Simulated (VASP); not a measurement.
A run of VASP 6.6.1 is set up as follows.

INCAR

```
  ALGO = Normal
  EDIFF = 1E-6
  ENCUT = 520
  GGA = PS
  ISIF = 2
  ISMEAR = 0
  LASPH = T
  LCHARG = F
  LREAL = F
  LWAVE = F
  NBANDS = 23
  NELM = 80
  PREC = Accurate
  SIGMA = 0.1
```

Contents of KPOINTS:

```
k-points
0
Gamma
  10 10 10
```

Contents of POSCAR:

```
CaB6
1.0
    3.9551627729      0.0000000000      0.0000000000
    0.0000000000      3.9551627729      0.0000000000
    0.0000000000      0.0000000000      3.9551627729
Ca B
1 6
Direct
    0.5000000000      0.5000000000      0.5000000000
    0.0000000000      0.0000000000      0.3004195226
    0.0000000000      0.0000000000      0.6995804774
    0.3004195226      0.0000000000      0.0000000000
    0.6995804774      0.0000000000      0.0000000000
    0.0000000000      0.3004195226      0.0000000000
    0.0000000000      0.6995804774      0.0000000000
```

Potentials or basis: VASP PAW PBE potentials, release 64 (Ca_sv, B).

Command:

```console
$ cat potpaw_PBE.64/Ca_sv/POTCAR potpaw_PBE.64/B/POTCAR > POTCAR
$ mpirun -np 1 vasp_std > vasp.out
```

Question: What does it give for the pressure?

Answer: 24.9 GPa.

Question: What does it give for the band gap on the k mesh?

Answer: Zero (bands 14 and 15 overlap by 0.02 eV).

Question: Estimate the largest force.

Answer: 0.046 eV/Å.

Forces in eV/Å, atoms in the order of the input:
```
Ca   0.000  0.000  0.000
B    0.000  0.000  0.046
B    0.000  0.000 -0.046
B    0.046  0.000  0.000
B   -0.046  0.000  0.000
B    0.000  0.046  0.000
B    0.000 -0.046  0.000
```

Caveat: the cell stands under pressure; the PAW data sets were made with another functional, which shifts forces and pressure a little.
